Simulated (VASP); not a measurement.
MgTl2Se2:

```
Mg Tl Se
1.0
    -2.43669    2.43669    5.92820
     2.43669   -2.43669    5.92820
     2.43669    2.43669   -5.92820
Mg Tl Se
1 2 2
Cartesian
  0.0000 0.0000 0.0000
  0.0000 0.0000 7.4776
  0.0000 0.0000 4.3788
  0.0000 2.4367 2.9641
  2.4367 0.0000 2.9641
```

```yaml
Program: VASP 6.6.1
Task: relaxation of cell and atoms
Functional: PBEsol
Potentials_or_basis: VASP PAW PBE potentials, release 64 (Mg, Tl_d, Se)
Cutoff: 600 eV
k_mesh: 6 × 6 × 6
Occupations: fermi-dirac, width 0.03 eV
Spin: no spin polarisation
```

At the start: pressure 2.2 GPa; volume 28.16 Å³/atom.

Question: How do energy, volume and symmetry change on relaxing?

Answer: Over 16 steps the energy falls by 239.4 meV/atom and the volume is 27.33 Å³/atom (-2.9 %); space group I4/mmm (No. 139, to 0.1 Å) before and after.

Step by step:
```tsv
step	energy change (eV)	largest force (eV/Å)	pressure (GPa)	volume (Å³)
1	0.0000	0.4871	2.21	140.79
2	-0.2364	0.2843	-0.79	148.69
3	-0.2771	0.7133	-2.06	153.45
4	-0.4717	1.0740	-1.95	151.26
5	-0.5371	1.4112	-1.69	149.72
6	-0.5382	2.5627	-0.75	146.11
7	-0.5601	1.8878	-1.33	148.06
8	-0.7692	1.3687	-0.43	143.54
9	-1.0734	0.3049	2.44	131.27
10	-1.0774	0.0453	3.47	128.36
11	-1.1426	0.4854	1.56	131.92
12	-1.1568	0.3035	1.99	130.96
13	-1.1958	0.0125	0.37	135.42
14	-1.1967	0.0660	0.11	136.25
15	-1.1971	0.0266	0.06	136.47
16	-1.1972	0.0040	0.01	136.65
```

Final structure:
```
CELL_PARAMETERS angstrom
-2.79888 2.79888 4.36087
2.79888 -2.79888 4.36087
2.79888 2.79888 -4.36087
ATOMIC_POSITIONS crystal
Mg 0.00000 0.00000 0.00000
Tl 0.66298 0.66298 0.00000
Tl 0.33702 0.33702 0.00000
Se 0.75000 0.25000 0.50000
Se 0.25000 0.75000 0.50000
```

Caveat: the PAW data sets were made with another functional, which shifts forces and pressure a little.
